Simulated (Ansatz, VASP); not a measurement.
NiO in VASP and in Ansatz

```
Ni O
1.0
     0.00000    1.74248    4.92683
    -1.50903   -0.87124    4.92683
     1.50903   -0.87124    4.92683
Ni O
2 2
Direct
  0.50000 0.50000 0.50000
  0.00000 0.00000 0.00000
  0.25000 0.25000 0.25000
  0.75000 0.75000 0.75000
```

Alike in both runs: task single point; functional PBE; k mesh 5 × 5 × 5; occupations gaussian, width 0.05 eV; collinear spin; Hubbard terms Ni d U = 6.2 eV.

|  | VASP | Ansatz |
| --- | --- | --- |
| version | VASP 6.6.1 | Ansatz 0.2.0 |
| potentials or method | VASP PAW PBE potentials, release 64 (Ni_sv_GW, O_h), cutoff 1340 eV | scalar-relativistic, plane waves, PAW |
| valence electrons in the cell | 48 | 48 |

|  | VASP | Ansatz | Ansatz less VASP |
| --- | --- | --- | --- |
| gap on the k mesh at the Fermi level (eV) | 2.77 | 2.73 | -0.041 |
| least direct gap on the mesh (eV) | 3.39 | 3.44 | +0.050 |
| pressure (GPa) | -3.4 | -2.1 | +1.29 |
| net moment per atom (μB) | 0.00 | 0.00 | 0.000 |
| size of the moment on the site where the two differ most (μB) | 1.75 | 1.69 | -0.060 |

Site moments also hang on the region over which each program counts them. The programs project onto different local orbitals, so the same U acts differently, and such runs can settle in different states.

The k mesh is coarse, so the values compare programs but aren't converged.
